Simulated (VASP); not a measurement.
# Al (P6_3/mmc) in VASP: notebook, part 2 of 2

VASP 6.6.1.

## (3) Single point, PBEsol (volume scaled by 0.88)

Input file INCAR:

```
ALGO     = Normal         # electronic algorithm
EDIFF    = 1E-6           # SCF threshold, eV
ENCUT    = 520            # plane-wave cutoff, eV
GGA      = PS             # functional
ISIF     = 2              # what is computed and relaxed
ISMEAR   = -1             # smearing method
LASPH    = True           # aspherical terms in the spheres
LCHARG   = False          # write CHGCAR
LREAL    = False          # projectors in reciprocal space
LWAVE    = False          # write WAVECAR
NBANDS   = 10             # bands
NELM     = 100            # most SCF steps
PREC     = Accurate       # precision mode
SIGMA    = 0.1            # smearing width, eV
```

Input file KPOINTS:

```
k-points
0
Gamma
  14 14 8
```

Input file POSCAR:

```
Al
1.0
    2.7382788570      0.0000000000      0.0000000000
   -1.3691394285      2.3714190528      0.0000000000
    0.0000000000      0.0000000000      4.4180500983
Al
2
Direct
    0.3333333333      0.6666666667      0.2500000000
    0.6666666667      0.3333333333      0.7500000000
```

Potentials or basis: VASP PAW PBE potentials, release 64 (Al).

Launch:

```sh
$ cat potpaw_PBE.64/Al/POTCAR > POTCAR
$ mpirun -np 1 vasp_std > vasp.out
```

OUTCAR:

```text
EDIFF = 1E-6
   ENCUT = 520
   GGA = PS
   ISIF = 2
   ISMEAR = -1
   LASPH = True
   LREAL = False
   NELM = 100
   PREC = Accurate

 ion  position               nearest neighbor table
   1  0.333  0.667  0.250-   2 2.72   2 2.72   2 2.72   2 2.72   2 2.72   2 2.72
   2  0.667  0.333  0.750-   1 2.72   1 2.72   1 2.72   1 2.72   1 2.72   1 2.72

  LATTYP: Found a hexagonal cell.
 ALAT       =     2.7382788570
 C/A-ratio  =     1.6134405329

  Lattice vectors:

 A1 = (   2.7382788570,   0.0000000000,   0.0000000000)
 A2 = (  -1.3691394285,   2.3714190528,   0.0000000000)
 A3 = (   0.0000000000,   0.0000000000,   4.4180500983)

Analysis of symmetry for initial positions (statically):
=====================================================================
 Subroutine PRICEL returns:
 Original cell was already a primitive cell.

 Routine SETGRP: Setting up the symmetry group for a
 hexagonal supercell.

 Subroutine GETGRP returns: Found 24 space group operations
 (whereof 12 operations were pure point group operations)
 out of a pool of 24 trial point group operations.

The static configuration has the point symmetry D_3d.
 The point group associated with its full space group is D_6h.
[... 164 lines left out ...]
 cond. band min:       9.5390654393   @ k =   0.2857   0.0714   0.0000
 fundamental gap:      0.1245961062
 Fermi energy:         9.5038249854

 k-point     1 :       0.0000    0.0000    0.0000
  band No.  band energies     occupation
      1      -2.6475      2.00000
      2       4.4019      2.00000
      3       5.0613      2.00000
      4      21.0310      0.00000
      5      21.0310      0.00000
      6      21.0745      0.00000
      7      21.0745      0.00000
      8      22.4423      0.00000
      9      24.7842      0.00000
     10      26.1313      0.00000
[... 287 lines left out ...]
 k-point    24 :       0.3571    0.2857    0.0000
  band No.  band energies     occupation
      1       5.2332      2.00000
      2       5.2604      2.00000
      3       6.9578      2.00000
      4      11.5408      0.00000
      5      12.1439      0.00000
      6      12.1928      0.00000
      7      13.9983      0.00000
      8      14.1800      0.00000
      9      15.4606      0.00000
     10      27.4453      0.00000

 [... further k-points ...]
[... 5 lines left out ...]
  --------------------------------------------------------------------------------------
  -------------------------------------------------------------------------------------
  Total        2.2523623      2.2523623      2.7765015     -0.0000000      0.0000000      0.0000000
  in kB      125.7859754    125.7859754    155.0571773     -0.0000000      0.0000000      0.0000000
  external PRESSURE =     135.5430427 kB  Pullay stress =       0.0000000 kB

 VOLUME and BASIS-vectors are now :
 -----------------------------------------------------------------------------
  energy-cutoff  :      520.00
  volume of cell :       28.69
      direct lattice vectors                 reciprocal lattice vectors
     2.738278857  0.000000000  0.000000000     0.365192901  0.210844220  0.000000000
    -1.369139429  2.371419053  0.000000000     0.000000000  0.421688440  0.000000000
     0.000000000  0.000000000  4.418050098     0.000000000  0.000000000  0.226344197

 POSITION                                       TOTAL-FORCE (eV/Angst)
 -----------------------------------------------------------------------------------
     -0.00000      1.58095      1.10451         0.000000     -0.000000      0.000000
      1.36914      0.79047      3.31354        -0.000000      0.000000      0.000000
 -----------------------------------------------------------------------------------
    total drift:                               -0.000000      0.000000     -0.000000

  FREE ENERGIE OF THE ION-ELECTRON SYSTEM (eV)
  ---------------------------------------------------
  free  energy   TOTEN  =        -7.9768166877 eV

  energy  without entropy=       -7.9518317454  energy(sigma->0) =       -7.96432422
```

OSZICAR:

```text
N       E                     dE             d eps       ncg     rms          rms(c)
DAV:   1    -0.326009530543E+00   -0.32601E+00   -0.23886E+03  2400   0.480E+02
DAV:   2    -0.789704470521E+01   -0.75710E+01   -0.73189E+01  3260   0.567E+01
DAV:   3    -0.804488469673E+01   -0.14784E+00   -0.14620E+00  3168   0.621E+00
DAV:   4    -0.804548461345E+01   -0.59992E-03   -0.59988E-03  2820   0.449E-01
DAV:   5    -0.804548900845E+01   -0.43950E-05   -0.43958E-05  2936   0.395E-02    0.236E+00
DAV:   6    -0.800420407778E+01    0.41285E-01   -0.35868E-03  2696   0.286E-01    0.132E+00
DAV:   7    -0.797704335191E+01    0.27161E-01   -0.91012E-03  2526   0.439E-01    0.235E-01
DAV:   8    -0.797681861229E+01    0.22474E-03   -0.16791E-04  3316   0.719E-02    0.646E-02
DAV:   9    -0.797681695744E+01    0.16549E-05   -0.19073E-06  2726   0.779E-03    0.292E-03
DAV:  10    -0.797681668767E+01    0.26977E-06   -0.89434E-08  1514   0.155E-03
   1 F= -.79768167E+01 E0= -.79643242E+01  d E =-.249849E-01
```

Run time: 18 s. Hardware: 1 thread of AMD EPYC 9R45 (Zen 5), shared host; peak memory 0.12 GiB.

What came out:

| Quantity | Value |
| --- | --- |
| Free energy | -7.9768 eV |
| Pressure | 13.6 GPa |
| Band gap on the k mesh | zero (band 3 reaches 14.16 eV, above the bottom of band 4 at 6.07 eV) |

Stress tensor (GPa, compression positive):
```
12.58  0.00  0.00
 0.00 12.58  0.00
 0.00  0.00 15.51
```

Levels at points of the mesh, in eV from the Fermi level:
| k point | band 1 | band 2 | band 3 | band 4 | band 5 | band 6 |
| --- | --- | --- | --- | --- | --- | --- |
| (0.00, 0.00, 0.00) | -12.15 | -5.10 | -4.44 | 11.53 | 11.53 | 11.57 |
| (0.50, 0.00, 0.00) | -5.78 | -5.75 | 0.60 | 1.31 | 1.51 | 2.14 |
| (0.00, 0.00, 0.50) | -10.27 | -10.27 | 3.96 | 3.96 | 12.48 | 12.48 |
| (0.50, 0.00, 0.50) | -4.40 | -4.40 | -3.43 | -3.43 | 7.67 | 7.67 |

Caveat: the PAW data sets were made with another functional, which shifts forces and pressure a little.

## (4) Single point, PBEsol (volume scaled by 0.92)

Input file INCAR:

```
SYSTEM = Al
PREC = Accurate
ENCUT = 520
EDIFF = 1E-7
ISMEAR = -1
SIGMA = 0.1
LREAL = .False.
LASPH = .True.
NELM = 100
ALGO = Normal
ISIF = 2
LWAVE = .False.
LCHARG = .False.
GGA = PS
NBANDS = 10
```

Input file KPOINTS:

```
Automatic mesh
0
Gamma
  14 14 8
  0 0 0
```

Input file POSCAR:

```
Al
1.0
    2.7791547170      0.0000000000      0.0000000000
   -1.3895773585      2.4068185860      0.0000000000
    0.0000000000      0.0000000000      4.4840008676
Al
2
Direct
    0.3333333333      0.6666666667      0.2500000000
    0.6666666667      0.3333333333      0.7500000000
```

Potentials or basis: VASP PAW PBE potentials, release 64 (Al).

Launch:

```sh
$ cat potpaw_PBE.64/Al/POTCAR > POTCAR
$ mpirun -np 1 vasp_std > vasp.out
```

OUTCAR:

```text
SYSTEM = Al
   PREC = Accurate
   ENCUT = 520
   EDIFF = 1E-7
   ISMEAR = -1
   LREAL = .False.
   LASPH = .True.
   NELM = 100
   ISIF = 2
   GGA = PS

 ion  position               nearest neighbor table
   1  0.333  0.667  0.250-   2 2.76   2 2.76   2 2.76   2 2.76   2 2.76   2 2.76
   2  0.667  0.333  0.750-   1 2.76   1 2.76   1 2.76   1 2.76   1 2.76   1 2.76

  LATTYP: Found a hexagonal cell.
 ALAT       =     2.7791547170
 C/A-ratio  =     1.6134405329

  Lattice vectors:

 A1 = (   2.7791547170,   0.0000000000,   0.0000000000)
 A2 = (  -1.3895773585,   2.4068185860,   0.0000000000)
 A3 = (   0.0000000000,   0.0000000000,   4.4840008676)

Analysis of symmetry for initial positions (statically):
=====================================================================
 Subroutine PRICEL returns:
 Original cell was already a primitive cell.

 Routine SETGRP: Setting up the symmetry group for a
 hexagonal supercell.

 Subroutine GETGRP returns: Found 24 space group operations
 (whereof 12 operations were pure point group operations)
 out of a pool of 24 trial point group operations.

The static configuration has the point symmetry D_3d.
 The point group associated with its full space group is D_6h.

Analysis of symmetry for dynamics (positions and initial velocities):
=====================================================================
 Subroutine PRICEL returns:
 Original cell was already a primitive cell.

 Routine SETGRP: Setting up the symmetry group for a
 hexagonal supercell.

 Subroutine GETGRP returns: Found 24 space group operations
 (whereof 12 operations were pure point group operations)
 out of a pool of 24 trial point group operations.

The dynamic configuration has the point symmetry D_3d.
 The point group associated with its full space group is D_6h.

 Subroutine INISYM returns: Found 24 space group operations
 (whereof 12 operations are pure point group operations),
 and found     1 'primitive' translations

----------------------------------------------------------------------------------------

                                     Primitive cell

  volume of cell :      29.9931

  direct lattice vectors                    reciprocal lattice vectors
     2.779154717  0.000000000  0.000000000     0.359821637  0.207743119  0.000000000
    -1.389577358  2.406818586  0.000000000     0.000000000  0.415486238  0.000000000
     0.000000000  0.000000000  4.484000868     0.000000000  0.000000000  0.223015122

  length of vectors
     2.779154717  2.779154717  4.484000868     0.415486238  0.415486238  0.223015122

  position of ions in fractional coordinates (direct lattice)
     0.333333333  0.666666667  0.250000000
     0.666666667  0.333333333  0.750000000

  ion indices of the primitive-cell ions
   primitive index   ion index
                 1           1
                 2           2

----------------------------------------------------------------------------------------

 KPOINTS: Automatic mesh

Automatic generation of k-mesh.
 Grid dimensions read from file:
 generate k-points for:   14   14    8

 Generating k-lattice:

  Cartesian coordinates                     Fractional coordinates (reciprocal lattice)
     0.025701546  0.014838794  0.000000000     0.071428571  0.000000000  0.000000000
     0.000000000  0.029677588  0.000000000     0.000000000  0.071428571  0.000000000
     0.000000000  0.000000000  0.027876890     0.000000000  0.000000000  0.125000000

  Length of vectors
     0.029677588  0.029677588  0.027876890

  Shift w.r.t. Gamma in fractional coordinates (k-lattice)
     0.000000000  0.000000000  0.000000000

 Subroutine IBZKPT returns following result:
 ===========================================

 Found    120 irreducible k-points:

 Following reciprocal coordinates:
            Coordinates               Weight
  0.000000  0.000000  0.000000      1.000000
  0.071429  0.000000  0.000000      6.000000
  0.142857 -0.000000  0.000000      6.000000
  0.214286 -0.000000  0.000000      6.000000
  0.285714 -0.000000  0.000000      6.000000
  0.357143 -0.000000  0.000000      6.000000
[... 16 lines left out ...]
  0.285714  0.285714  0.000000      6.000000
  0.357143  0.285714  0.000000      6.000000
 [... further k-points ...]
   k-points           NKPTS =    120   k-points in BZ     NKDIM =    120   number of bands    NBANDS=     10
   number of dos      NEDOS =    301   number of ions     NIONS =      2
   total plane-waves  NPLWV =  20736
   dimension x,y,z NGX =    24 NGY =   24 NGZ =   36
   dimension x,y,z NGXF=    48 NGYF=   48 NGZF=   72
   ions per type =               2
   NGX,Y,Z   is equivalent  to a cutoff of  14.36, 14.36, 13.35 a.u.
   NGXF,Y,Z  is equivalent  to a cutoff of  28.71, 28.71, 26.69 a.u.
 SYSTEM =  Al
   PREC   = accura    normal or accurate (medium, high low for compatibility)
   ISTART =      0    job   : 0-new  1-cont  2-samecut
   ICHARG =      2    charge: 1-file 2-atom 10-const
   ISPIN  =      1    spin polarized calculation?
   LNONCOLLINEAR =      F non collinear calculations
   LSORBIT =      F    spin-orbit coupling
   LASPH  =      T    aspherical Exc in radial PAW
   ENCUT  =  520.0 eV  38.22 Ry    6.18 a.u.   5.17  5.17  8.34*2*pi/ulx,y,z
   NELM   =    100;   NELMIN=  2; NELMDL= -5     # of ELM steps
   EDIFF  = 0.1E-06   stopping-criterion for ELM
   LREAL  =      F    real-space projection
   EDIFFG = 0.1E-05   stopping-criterion for IOM
   NSW    =      0    number of steps for IOM
   IBRION =     -1    ionic relax: 0-MD 1-quasi-New 2-CG
   NFREE  =      0    steps in history (QN), initial steepest desc. (CG)
   ISIF   =      2    stress and relaxation
   ISYM   =      2    0-nonsym 1-usesym 2-fastsym
   POTIM  = 0.5000    time-step for ionic-motion
   TEBEG  =    0.0;   TEEND  =   0.0 temperature during run
   PSTRESS=    0.0 pullay stress
   NELECT =       6.0000    total number of electrons
   NUPDOWN=      -1.0000    fix difference up-down
   EMIN   =  10.00;   EMAX   =-10.00  energy-range for DOS
   EFERMI =   0.00;   METHOD = LEGACY
   ISMEAR =    -1;   SIGMA  =   0.10  broadening in eV -4-tet -1-fermi 0-gaus
   EFERMI_NEDOS =   21; number of points for ismear=-14 and -15
   IALGO  =     38    algorithm
   IMIX   =      4    mixing-type and parameters
     AMIX     =   0.40;   BMIX     =  1.00
     AMIX_MAG =   1.60;   BMIX_MAG =  1.00
  volume/ion in A,a.u.               =      15.00       101.20
  Fermi-wavevector in a.u.,A,eV,Ry     =   0.957454  1.809326 12.472712  0.916718
  Thomas-Fermi vector in A             =   2.086474
   LORBIT       =      0    0 simple, 1 ext, 2 COOP (PROOUT), +10 PAW based schemes
   GGA     = PS    functional components
   LHFCALC =     F    Hartree Fock is set to
   AEXX    =    0.0000 exact exchange contribution
   IVDW    =     0    specifies the selected vdW correction
   LEPSILON=     F    determine dielectric tensor
   LRPA    =     F    only Hartree local field effects (RPA)
 non-spin polarized calculation
  energy-cutoff  :      520.00
  volume of cell :       29.99
 maximum number of plane-waves:       823
 NGX is ok and might be reduce to    24
   NGX = 11   NGY = 11   NGZ = 17

 number of electron       6.0000000 magnetization

 Free energy of the ion-electron system (eV)
  ---------------------------------------------------
  ext. energy  EPLUGINS =         0.00000000
  ---------------------------------------------------
  free energy    TOTEN  =        -8.06401892 eV

  energy without entropy =       -8.03789754  energy(sigma->0) =       -8.05095823

 E-fermi :   8.9952     XC(G=0): -10.6116

 val. band max:        8.9720268157   @ k =   0.2857   0.0714   0.0000
 cond. band min:       9.0458617829   @ k =   0.1429   0.0714   0.2500
 fundamental gap:      0.0738349672
 Fermi energy:         8.9952358064

 k-point     1 :       0.0000    0.0000    0.0000
  band No.  band energies     occupation
      1      -2.8275      2.00000
      2       4.0763      2.00000
      3       4.6196      2.00000
      4      20.1399      0.00000
      5      20.1399      0.00000
      6      20.3188      0.00000
      7      20.3188      0.00000
      8      21.6948      0.00000
      9      23.7986      0.00000
     10      24.9736      0.00000
[... 287 lines left out ...]
 k-point    24 :       0.3571    0.2857    0.0000
  band No.  band energies     occupation
      1       4.8198      2.00000
      2       4.8987      2.00000
      3       6.5375      2.00000
      4      10.9994      0.00000
      5      11.5964      0.00000
      6      11.6235      0.00000
      7      13.3372      0.00000
      8      13.4876      0.00000
      9      14.6057      0.00000
     10      26.4258      0.00000

 [... further k-points ...]
[... 5 lines left out ...]
  --------------------------------------------------------------------------------------
  -------------------------------------------------------------------------------------
  Total        1.3522221      1.3522221      1.8216811      0.0000000     -0.0000000      0.0000000
  in kB       72.2331977     72.2331977     97.3108289      0.0000000     -0.0000000      0.0000000
  external PRESSURE =      80.5924081 kB  Pullay stress =       0.0000000 kB

 VOLUME and BASIS-vectors are now :
 -----------------------------------------------------------------------------
  energy-cutoff  :      520.00
  volume of cell :       29.99
      direct lattice vectors                 reciprocal lattice vectors
     2.779154717  0.000000000  0.000000000     0.359821637  0.207743119  0.000000000
    -1.389577358  2.406818586  0.000000000     0.000000000  0.415486238  0.000000000
     0.000000000  0.000000000  4.484000868     0.000000000  0.000000000  0.223015122

 POSITION                                       TOTAL-FORCE (eV/Angst)
 -----------------------------------------------------------------------------------
     -0.00000      1.60455      1.12100         0.000000     -0.000000      0.000000
      1.38958      0.80227      3.36300        -0.000000      0.000000      0.000000
 -----------------------------------------------------------------------------------
    total drift:                                0.000000     -0.000000     -0.000000

  FREE ENERGIE OF THE ION-ELECTRON SYSTEM (eV)
  ---------------------------------------------------
  free  energy   TOTEN  =        -8.0640189153 eV

  energy  without entropy=       -8.0378975402  energy(sigma->0) =       -8.05095823
```

stdout:

```text
POSCAR found type information on POSCAR Al
 POSCAR found :  1 types and       2 ions
 scaLAPACK will be used
 -----------------------------------------------------------------------------
|                                                                             |
|                                                                             |
|     You enforced a specific xc type in the INCAR file but a different       |
|     I HOPE YOU KNOW WHAT YOU ARE DOING!                                     |
|                                                                             |
 -----------------------------------------------------------------------------

 LDA part: xc-table for (Slater+PW92), standard interpolation
 POSCAR, INCAR and KPOINTS ok, starting setup
 FFT: planning ... GRIDC
 FFT: planning ... GRID_SOFT
 FFT: planning ... GRID
 WAVECAR not read
 entering main loop
```

Run time: 22 s. Hardware: 1 thread of AMD EPYC 9R45 (Zen 5), shared host; peak memory 0.13 GiB.

What came out:

```yaml
Free_energy: -8.0640 eV
Pressure: 8.1 GPa
Band_gap_on_the_k_mesh: zero (band 3 reaches 13.56 eV, above the bottom of band 4 at 5.62 eV)
```

Stress tensor (GPa, compression positive):
```
7.22 0.00 0.00
0.00 7.22 0.00
0.00 0.00 9.73
```

Caveat: the PAW data sets were made with another functional, which shifts forces and pressure a little.

## (5) Overview

```tsv
cell	k mesh	gap on the mesh (eV)	pressure (GPa)
a = 2.857, b = 2.857, c = 4.610 Å, angles 90.0, 90.0, 120.0°, 2 atoms	13 × 13 × 7	none	0.0
a = 2.738, b = 2.738, c = 4.418 Å, angles 90.0, 90.0, 120.0°, 2 atoms	14 × 14 × 8	none	13.6
a = 2.779, b = 2.779, c = 4.484 Å, angles 90.0, 90.0, 120.0°, 2 atoms	14 × 14 × 8	none	8.1
```

Alike in all rows: task single point; level PBEsol; potentials or basis VASP PAW PBE potentials, release 64 (Al); no spin polarisation; cutoff (eV) 520; smearing fermi-dirac 0.1 eV.

Caveats: the PAW data sets were made with another functional, which shifts forces and pressure a little.

Absolute energies hang on the potentials; compare differences alone.
